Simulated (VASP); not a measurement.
## I: single point with PBEsol

I:

```
I
1.0
     2.36761   -3.68319   -0.16216
     2.36761    3.68319   -0.16216
    -1.66509    0.00000    2.39538
I
1
Direct
  0.50000 0.50000 0.50000
```

```yaml
Program: VASP 6.6.1
Task: single point
Functional: PBEsol
Potentials_or_basis: VASP PAW PBE potentials, release 64 (I)
Cutoff: 520 eV
k_mesh: 12 × 12 × 18
Occupations: gaussian, width 0.1 eV
Spin: no spin polarisation
Dipole_correction: no
Further_INCAR_settings: ALGO = Normal; EDIFF = 1e-06; NBANDS = 10
```

The pressure is 0.0 GPa. The band gap on the k mesh is zero (an odd number of electrons rules out a gap without spin polarisation).

Stress tensor (GPa, compression positive):
```
-0.01  0.00  0.05
 0.00  0.02  0.00
 0.05  0.00 -0.03
```

Levels at points of the mesh, in eV from the Fermi level:
```tsv
k point	band 1	band 2	band 3	band 4	band 5	band 6
(0.00, 0.00, 0.00)	-13.82	-1.47	-0.79	3.48	4.49	7.33
(0.50, 0.00, 0.00)	-13.19	-4.30	-2.04	3.69	4.73	10.36
(0.50, 0.50, 0.00)	-13.48	-3.99	-1.20	3.22	5.41	9.27
(0.00, 0.00, 0.50)	-10.65	-5.27	-1.89	-0.27	4.38	5.99
(0.50, 0.00, 0.50)	-11.13	-5.73	-0.66	0.91	5.36	9.04
(0.50, 0.50, 0.50)	-10.66	-5.29	-1.87	-0.20	4.40	6.13
```

It took 2.1 min on 1 thread of AMD EPYC 9R45 96-Core Processor (Zen 5) (shared host), peak memory 0.36 GiB.

Caveat: the PAW data sets were made with another functional, which shifts forces and pressure a little; spin-orbit coupling is left out, which moves the levels of the heavy elements; an odd number of electrons without spin polarisation forces a metal; a magnetic or distorted state may lie lower.
